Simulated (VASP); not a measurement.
Write the native input for VASP 6.6.1 that does the following.

| Quantity | Value |
| --- | --- |
| Task | single point |
| Functional | LDA |
| Potentials or basis | VASP PAW LDA potentials, release 64 (Ir) |
| Cutoff | 500 eV |
| k mesh | 9 × 9 × 18 |
| Occupations | gaussian, width 0.1 eV |
| Spin | no spin polarisation |
| Dipole correction | no |
| Further INCAR settings | ALGO = Normal; EDIFF = 1e-06; NBANDS = 16 |

The structure of Ir lies in POSCAR:

```
Ir
1.0
    3.8197500149      0.0000000000      0.0000000001
    0.0000000000      3.8197500149      0.0000000000
   -1.9098750075      0.0000000000      1.9018307523
Ir
2
Direct
    0.0000000000      0.0000000000      0.0000000000
    0.5000000000      0.5000000000      0.0000000000
```

The input as run:

INCAR

```
  ALGO = Normal
  EDIFF = 1E-6
  ENCUT = 500
  GGA = CA
  GGA_COMPAT = F
  ISIF = 2
  ISMEAR = 0
  LASPH = T
  LCHARG = F
  LREAL = F
  LWAVE = F
  NBANDS = 16
  NELM = 120
  PREC = Accurate
  SIGMA = 0.1
```

KPOINTS

```
k-points
0
Gamma
  9 9 18
```

Potentials or basis: VASP PAW LDA potentials, release 64 (Ir).

Run with:

```sh
$ cat potpaw_LDA.64/Ir/POTCAR > POTCAR
$ mpirun -np 1 vasp_std > vasp.out
```

It gave:

* Pressure: 1.4 GPa
* Band gap on the k mesh: zero (band 9 reaches 12.20 eV, above the bottom of band 10 at 9.15 eV)

Caveat: spin-orbit coupling is left out, which moves the levels of the heavy elements.

Wall time 37 s on 1 thread of Intel(R) Xeon(R) Platinum 8481C CPU @ 2.70GHz (Sapphire Rapids), with other jobs on the host, peak memory 0.2 GiB.
